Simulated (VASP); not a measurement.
# H11C2NO4 in VASP: notebook

The runs below take H11C2NO4 through single point, with PBE.

Everything below comes from runs of VASP 6.6.1. Logs are shortened: lines on timing, memory, paths and dates and some standing lists are left out, and cuts for length are marked.

### 1 The cell of the first run

The cell holds an amorphous packing of atoms, 18 atoms: a = 5.491 Å, b = 5.491 Å, c = 5.491 Å, α = 90.00°, β = 90.00°, γ = 90.00°.

### 2 Single point, PBE

File INCAR:

```
SYSTEM = H11C2NO4
  PREC = Accurate
  ENCUT = 520
  EDIFF = 1E-6
  ISMEAR = -1
  SIGMA = 0.02
  LREAL = .False.
  LASPH = .True.
  NELM = 120
  ALGO = Normal
  ISIF = 2
  LWAVE = .False.
  LCHARG = .False.
  GGA = PE
  NBANDS = 39
  GGA_COMPAT = .False.
```

File KPOINTS:

```
Automatic mesh
0
Gamma
  1 1 1
  0 0 0
```

File POSCAR:

```
H11C2NO4
1.0
    5.4914470000      0.0000000000      0.0000000000
    0.0000000000      5.4914470000      0.0000000000
    0.0000000000      0.0000000000      5.4914470000
O H C N
4 11 2 1
Direct
    0.5644778143      0.4835701774      0.6181612970
    0.8305825404      0.5034738567      1.0335891433
    0.1156161573      0.1982719673      0.7369642282
    0.9158059797      0.7723829439      0.5516032477
    0.6534707519      0.6160489212      0.5380913264
    0.6030650938      0.3418771045      0.5134530116
    0.7299169053      0.4944052087      0.8820261763
    0.7534626119      0.3763853134      1.1456361138
    0.2386256300      0.2625901698      0.6242799029
    0.0560690106      0.3419317349      0.8245367751
    0.9307200816      0.9307747120      0.6326747759
    0.9757901697      0.8074374568      0.3906802706
    0.3478500293      0.5681016315      0.0966776152
    0.1174007507      0.7798490999      0.1123565428
    0.2912893450      0.7633689263     -0.1590291229
    0.3009407174      0.7628408323      0.0424296183
    0.4515203370      0.9461258572      0.1483397727
    0.5558826298      1.1075405080      0.2403373828
```

Potentials or basis: VASP PAW PBE potentials, release 64 (O, H, C, N).

Run with:

```console
> cat potpaw_PBE.64/O/POTCAR potpaw_PBE.64/H/POTCAR potpaw_PBE.64/C/POTCAR potpaw_PBE.64/N/POTCAR > POTCAR
> mpirun -np 1 vasp_gam > vasp.out
```

OUTCAR:

```text
SYSTEM = H11C2NO4
   PREC = Accurate
   ENCUT = 520
   EDIFF = 1E-6
   ISMEAR = -1
   LREAL = .False.
   LASPH = .True.
   NELM = 120
   ISIF = 2
   GGA = PE

 ion  position               nearest neighbor table
   1  0.564  0.484  0.618-   5 0.98   6 0.99
   2  0.831  0.503  0.034-   7 1.00   8 1.02
   3  0.116  0.198  0.737-  10 0.98   9 0.98
   4  0.916  0.772  0.552-  12 0.96  11 0.98
   5  0.653  0.616  0.538-   1 0.98
   6  0.603  0.342  0.513-   1 0.99
   7  0.730  0.494  0.882-   2 1.00
   8  0.753  0.376  0.146-   2 1.02
   9  0.239  0.263  0.624-   3 0.98
  10  0.056  0.342  0.825-   3 0.98
  11  0.931  0.931  0.633-   4 0.98
  12  0.976  0.807  0.391-   4 0.96
  13  0.348  0.568  0.097-  16 1.14
  14  0.117  0.780  0.112-  16 1.08
  15  0.291  0.763  0.841-  16 1.11
  16  0.301  0.763  0.042-  14 1.08  15 1.11  13 1.14  17 1.43
  17  0.452  0.946  0.148-  18 1.17  16 1.43
  18  0.556  0.108  0.240-  17 1.17

  LATTYP: Found a simple cubic cell.
 ALAT       =     5.4914470000

  Lattice vectors:

 A1 = (   5.4914470000,   0.0000000000,   0.0000000000)
 A2 = (   0.0000000000,   5.4914470000,   0.0000000000)
 A3 = (   0.0000000000,   0.0000000000,   5.4914470000)

Analysis of symmetry for initial positions (statically):
=====================================================================
 Subroutine PRICEL returns:
 Original cell was already a primitive cell.

 Routine SETGRP: Setting up the symmetry group for a
 simple cubic supercell.

 Subroutine GETGRP returns: Found  1 space group operations
 (whereof  1 operations were pure point group operations)
 out of a pool of 48 trial point group operations.

The static configuration has the point symmetry C_1 .

Analysis of symmetry for dynamics (positions and initial velocities):
=====================================================================
 Subroutine PRICEL returns:
 Original cell was already a primitive cell.

 Routine SETGRP: Setting up the symmetry group for a
 simple cubic supercell.

 Subroutine GETGRP returns: Found  1 space group operations
 (whereof  1 operations were pure point group operations)
 out of a pool of 48 trial point group operations.

The dynamic configuration has the point symmetry C_1 .

 Subroutine INISYM returns: Found  1 space group operations
 (whereof  1 operations are pure point group operations),
[... 105 lines left out ...]
   LREAL  =      F    real-space projection
   EDIFFG = 0.1E-04   stopping-criterion for IOM
   NSW    =      0    number of steps for IOM
   IBRION =     -1    ionic relax: 0-MD 1-quasi-New 2-CG
   NFREE  =      0    steps in history (QN), initial steepest desc. (CG)
   ISIF   =      2    stress and relaxation
   ISYM   =      2    0-nonsym 1-usesym 2-fastsym
   POTIM  = 0.5000    time-step for ionic-motion
   TEBEG  =    0.0;   TEEND  =   0.0 temperature during run
   PSTRESS=    0.0 pullay stress
   NELECT =      48.0000    total number of electrons
   NUPDOWN=      -1.0000    fix difference up-down
   EMIN   =  10.00;   EMAX   =-10.00  energy-range for DOS
   EFERMI =   0.00;   METHOD = LEGACY
   ISMEAR =    -1;   SIGMA  =   0.02  broadening in eV -4-tet -1-fermi 0-gaus
   EFERMI_NEDOS =   21; number of points for ismear=-14 and -15
   IALGO  =     38    algorithm
   IMIX   =      4    mixing-type and parameters
     AMIX     =   0.40;   BMIX     =  1.00
     AMIX_MAG =   1.60;   BMIX_MAG =  1.00
  volume/ion in A,a.u.               =       9.20        62.08
  Fermi-wavevector in a.u.,A,eV,Ry     =   1.083432  2.047390 15.970866  1.173826
  Thomas-Fermi vector in A             =   2.219498
   LORBIT       =      0    0 simple, 1 ext, 2 COOP (PROOUT), +10 PAW based schemes
   GGA     = PE    functional components
   LHFCALC =     F    Hartree Fock is set to
   AEXX    =    0.0000 exact exchange contribution
   IVDW    =     0    specifies the selected vdW correction
   LEPSILON=     F    determine dielectric tensor
   LRPA    =     F    only Hartree local field effects (RPA)
 non-spin polarized calculation
  energy-cutoff  :      520.00
  volume of cell :      165.60
 maximum number of plane-waves:      2229
 NGX is ok and might be reduce to    42
   NGX = 21   NGY = 21   NGZ = 21

 number of electron      48.0000002 magnetization

 Free energy of the ion-electron system (eV)
  ---------------------------------------------------
  ext. energy  EPLUGINS =         0.00000000
  ---------------------------------------------------
  free energy    TOTEN  =       -95.12168020 eV

  energy without entropy =      -95.12168020  energy(sigma->0) =      -95.12168020

 E-fermi :  -2.3521     XC(G=0):  -7.5124

 val. band max:       -2.9112092121   @ k =   0.0000   0.0000   0.0000
 cond. band min:       2.3608299497   @ k =   0.0000   0.0000   0.0000
 fundamental gap:      5.2720391618
 Fermi energy:        -2.3520536776

 k-point     1 :       0.0000    0.0000    0.0000
  band No.  band energies     occupation
      1     -21.7346      2.00000
      2     -21.1167      2.00000
      3     -20.8989      2.00000
      4     -20.4437      2.00000
      5     -19.2593      2.00000
      6     -15.2307      2.00000
[... 28 lines left out ...]
     35       8.8047      0.00000
     36       9.1397      0.00000
 [bands above 36 left out]

------------------------ aborting loop because EDIFF is reached ----------------------------------------

  FORCE on cell =-STRESS in cart. coord.  units (eV):
  Direction    XX          YY          ZZ          XY          YZ          ZX
  --------------------------------------------------------------------------------------
  -------------------------------------------------------------------------------------
  Total        2.4039504     -1.4067309      0.4445084      0.0142281      0.1036873     -0.8373991
  in kB       23.2581786    -13.6100969      4.3006112      0.1376564      1.0031731     -8.1018221
  external PRESSURE =       4.6495643 kB  Pullay stress =       0.0000000 kB

 VOLUME and BASIS-vectors are now :
 -----------------------------------------------------------------------------
  energy-cutoff  :      520.00
  volume of cell :      165.60
      direct lattice vectors                 reciprocal lattice vectors
     5.491447000  0.000000000  0.000000000     0.182101366  0.000000000  0.000000000
     0.000000000  5.491447000  0.000000000     0.000000000  0.182101366  0.000000000
     0.000000000  0.000000000  5.491447000     0.000000000  0.000000000  0.182101366

 POSITION                                       TOTAL-FORCE (eV/Angst)
 -----------------------------------------------------------------------------------
      3.09980      2.65550      3.39460        -0.762167     -1.026986     -0.343850
      4.56110      2.76480      0.18445        -0.456580     -1.094270      0.974207
      0.63490      1.08880      4.04700         0.339596     -0.034072     -0.457630
      5.02910      4.24150      3.02910         0.140444      0.216164      0.192238
      3.58850      3.38300      2.95490         0.479998      0.482106      0.150898
      3.31170      1.87740      2.81960        -0.191698      0.171114      0.262823
[... 10 lines left out ...]
      2.47950      5.19560      0.81460        -0.039947      0.155327     -0.082961
      3.05260      0.59055      1.31980        -0.079240     -0.241588     -0.096382
 -----------------------------------------------------------------------------------
    total drift:                                0.000303      0.000630      0.000994

  FREE ENERGIE OF THE ION-ELECTRON SYSTEM (eV)
  ---------------------------------------------------
  free  energy   TOTEN  =       -95.1216802007 eV

  energy  without entropy=      -95.1216802007  energy(sigma->0) =      -95.12168020
```

OSZICAR:

```text
N       E                     dE             d eps       ncg     rms          rms(c)
DAV:   1     0.346943939864E+03    0.34694E+03   -0.26411E+04    78   0.114E+03
DAV:   2    -0.751564720721E+02   -0.42210E+03   -0.40681E+03   108   0.291E+02
DAV:   3    -0.103794407247E+03   -0.28638E+02   -0.28470E+02    92   0.775E+01
DAV:   4    -0.104175431843E+03   -0.38102E+00   -0.38033E+00   100   0.104E+01
DAV:   5    -0.104180382964E+03   -0.49511E-02   -0.49504E-02    93   0.114E+00    0.182E+01
DAV:   6    -0.957147736534E+02    0.84656E+01   -0.21422E+01   100   0.233E+01    0.785E+00
DAV:   7    -0.952576506482E+02    0.45712E+00   -0.15136E+00   100   0.593E+00    0.472E+00
DAV:   8    -0.951241628347E+02    0.13349E+00   -0.33086E-01    92   0.338E+00    0.137E+00
DAV:   9    -0.951186403819E+02    0.55225E-02   -0.43671E-02    92   0.132E+00    0.372E-01
DAV:  10    -0.951205351917E+02   -0.18948E-02   -0.13382E-02    92   0.720E-01    0.218E-01
DAV:  11    -0.951214749086E+02   -0.93972E-03   -0.37067E-03    85   0.341E-01    0.868E-02
DAV:  12    -0.951216362252E+02   -0.16132E-03   -0.29683E-04    92   0.102E-01    0.384E-02
DAV:  13    -0.951216807698E+02   -0.44545E-04   -0.96885E-05    78   0.555E-02    0.994E-03
DAV:  14    -0.951216802755E+02    0.49436E-06   -0.11576E-05    92   0.210E-02    0.467E-03
DAV:  15    -0.951216802007E+02    0.74725E-07   -0.11508E-06    85   0.715E-03
   1 F= -.95121680E+02 E0= -.95121680E+02  d E =-.837256E-12
```

Wall time 12 s (1 thread of Intel Xeon Platinum 8375C at 2.90GHz (Ice Lake), shared host); peak memory 0.24 GiB.

What came out:

```yaml
Free_energy: -95.1217 eV
Pressure: 0.5 GPa
Largest_force: 1.644 eV/Å
Band_gap_on_the_k_mesh: 5.27 eV
```

Forces on the atoms (eV/Å):
```
O   -0.762 -1.027 -0.344
O   -0.457 -1.094  0.974
O    0.340 -0.034 -0.458
O    0.140  0.216  0.192
H    0.480  0.482  0.151
H   -0.192  0.171  0.263
H   -0.040 -0.027  0.133
H    0.669  0.930 -1.179
H   -0.249 -0.007  0.336
H   -0.261  0.022  0.287
H    0.253  0.311  0.237
H    0.033 -0.055 -0.518
H    0.286  0.831 -0.090
H   -0.701  0.340 -0.162
H    0.130  0.272  0.379
C    0.450 -1.245 -0.023
C   -0.040  0.155 -0.083
N   -0.079 -0.242 -0.096
```

Caveat: the k points lie up to 1.14 Å⁻¹ apart.

[end of part 1 of 2]
